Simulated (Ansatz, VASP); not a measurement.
**NaCl: VASP beside Ansatz**

```xyz
2
Lattice="3.8358 0.0000 0.0000 0.0000 3.8358 0.0000 0.0000 0.0000 5.8633" Properties=species:S:1:pos:R:3 pbc="T T T"
Na    1.9179    1.9179    2.9317
Cl    0.0000    0.0000    2.9317
```

Alike in both runs: functional PBE; k mesh 4 × 4 × 4; occupations gaussian, width 0.1 eV; no spin polarisation.

Ansatz relaxed the structure, and its values are those at the end. VASP's run is a single point on that final structure, the one shown.

```csv
,VASP,Ansatz
version,VASP 6.6.1,Ansatz 0.2.0
potentials or method,"VASP PAW PBE potentials, release 64 (Na_pv, Cl), cutoff 520 eV","scalar-relativistic, plane waves, PAW"
valence electrons in the cell,14,16
```

```csv
,VASP,Ansatz,Ansatz less VASP
gap on the k mesh at the Fermi level (eV),4.53,4.53,0.000
least direct gap on the mesh (eV),4.60,4.61,+0.005
pressure (GPa),0.1,0.1,+0.01
```

VASP's potentials hold 14 valence electrons a cell and Ansatz's 16, so a difference there can come from the potentials and not from the codes.
